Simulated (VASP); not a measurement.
Input of a VASP 6.6.1 run:

INCAR

```
PREC = Accurate
ENCUT = 520
EDIFF = 1E-6
ISMEAR = 0
SIGMA = 0.014
LREAL = False
LASPH = True
NELM = 80
ALGO = Normal
ISIF = 2
LWAVE = False
LCHARG = False
GGA = PE
NBANDS = 60
```

The input KPOINTS:

```
Automatic mesh
0
Gamma
  8 8 8
```

File POSCAR:

```
TiO2
1.0
   -4.3507577183      4.3507577183      1.8875555959
    4.3507577183     -4.3507577183      1.8875555959
    4.3507577183      4.3507577183     -1.8875555959
Ti O
4 8
Direct
    0.2922817050      0.9971447550      0.2894264600
    0.0028552450      0.2922817050      0.2951369500
    0.9971447550      0.7077182950      0.7048630500
    0.7077182950      0.0028552450      0.7105735400
    0.4988638250      0.8492152850      0.3480791100
    0.1616620200      0.1596026000      0.3212646200
    0.1507847150      0.4988638250      0.6496485400
    0.1596026000      0.8383379800      0.9979405800
    0.8403974000      0.1616620200      0.0020594200
    0.8492152850      0.5011361750      0.3503514600
    0.8383379800      0.8403974000      0.6787353800
    0.5011361750      0.1507847150      0.6519208900
```

Potentials or basis: VASP PAW PBE potentials, release 64 (Ti_sv, O).

The run is started by

```bash
$ cat potpaw_PBE.64/Ti_sv/POTCAR potpaw_PBE.64/O/POTCAR > POTCAR
$ mpirun -np 1 vasp_std > vasp.out
```

Predict the largest force.

0.111 eV/Å.

Estimate the band gap on the k mesh.

1.62 eV (least direct gap 2.31 eV).

What does it give for the pressure?

3.8 GPa.

Stress tensor (GPa, compression positive):
```
3.76 0.00 0.00
0.00 3.76 0.00
0.00 0.00 3.95
```

Caveat: the cell stands under pressure. A k mesh can miss the band edges.
